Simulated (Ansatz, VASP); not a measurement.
# PbI2 in VASP and in Ansatz

INCAR

```
  PREC = Accurate
  ENCUT = 500
  EDIFF = 1E-6
  ISMEAR = 0
  SIGMA = 0.01
  LREAL = False
  LASPH = True
  NELM = 120
  ALGO = Normal
  ISIF = 2
  LWAVE = False
  LCHARG = False
  GGA = PE
  NBANDS = 21
  GGA_COMPAT = False
```

The input KPOINTS:

```
Automatic mesh
0
Gamma
  6 6 2
```

The input POSCAR:

```
PbI2
1.0
    4.5550000000      0.0000000000      0.0000000000
   -2.2775000000      3.9447460000      0.0000000000
    0.0000000000      0.0000000000      6.9770000000
Pb I
1 2
Direct
    0.0000000000      0.0000000000      0.0000000000
    0.3333333333      0.6666666667      0.2650000000
    0.6666666667      0.3333333333      0.7350000000
```

Input for Ansatz:

```yaml
crystal:
  lattice:
    - [4.555, 0.0, 0.0]
    - [-2.2775, 3.944746, 0.0]
    - [0.0, 0.0, 6.977]
  atoms:
    - { symbol: Pb, position: [0.0, 0.0, 0.0] }
    - { symbol: I, position: [0.3333333333333333, 0.6666666666666666, 0.265] }
    - { symbol: I, position: [0.6666666666666666, 0.3333333333333333, 0.735] }
basis:
  ecutwfc: 435.382179935808
kpoints:
  mp_grid:
    grid: [6, 6, 2]
hamiltonian:
  xc: pbe
scf:
  occupations:
    method: fixed
output:
  eigenvalues: true
```

Alike in both runs: task single point; functional PBE; k mesh 6 × 6 × 2; no spin polarisation.

```csv
,VASP,Ansatz
version,VASP 6.6.1,Ansatz 0.2.0
potentials or method,"VASP PAW PBE potentials, release 64 (Pb_d, I), cutoff 500 eV","plane waves, PAW"
occupations,"gaussian, width 0.01 eV",fixed
valence electrons in the cell,28,48
```

|  | VASP | Ansatz | Ansatz less VASP |
| --- | --- | --- | --- |
| gap on the k mesh at the Fermi level (eV) | 2.22 | 2.22 | 0.000 |

VASP's potentials hold 28 valence electrons a cell and Ansatz's 48, so a difference there can come from the potentials and not from the codes.

The k mesh is coarse, so the values compare programs but aren't converged. Spin-orbit coupling is off throughout.
